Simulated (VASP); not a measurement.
As:

```
CELL_PARAMETERS angstrom
1.88080 1.08588 3.51406
-1.88080 1.08588 3.51406
0.00000 -2.17176 3.51406
ATOMIC_POSITIONS crystal
As 0.22600 0.22600 0.22600
As 0.77400 0.77400 0.77400
```

Program: VASP 6.6.1. Alike in all runs: task single point; no spin polarisation; cell as given; cutoff (eV) 520.

Q: Order these runs on this cell by their pressure, lowest first.
A. level r2SCAN-based global hybrid; potentials or basis VASP PAW PBE potentials, release 64 (As); k mesh 5 × 5 × 5; smearing fermi-dirac 0.05 eV; grid for exact exchange (PRECFOCK) Normal; share of exact exchange 0.5
B. level PBE; potentials or basis VASP PAW PBE potentials, release 64 (As); k mesh 9 × 9 × 9; smearing gaussian 0.013 eV
C. level PBEsol; potentials or basis VASP PAW PBE potentials, release 64 (As); k mesh 9 × 9 × 9; smearing fermi-dirac 0.1 eV
D. level LDA; potentials or basis VASP PAW LDA potentials, release 64 (As); k mesh 9 × 9 × 9; smearing fermi-dirac 0.05 eV
E. level RPBE; potentials or basis VASP PAW PBE potentials, release 64 (As); k mesh 9 × 9 × 9; smearing gaussian 0.05 eV

A: A (-3.0 GPa), D (-0.9 GPa), C (0.7 GPa), B (4.1 GPa), E (5.7 GPa).

Caveats: the PAW data sets were made with another functional, which shifts forces and pressure a little (some runs).
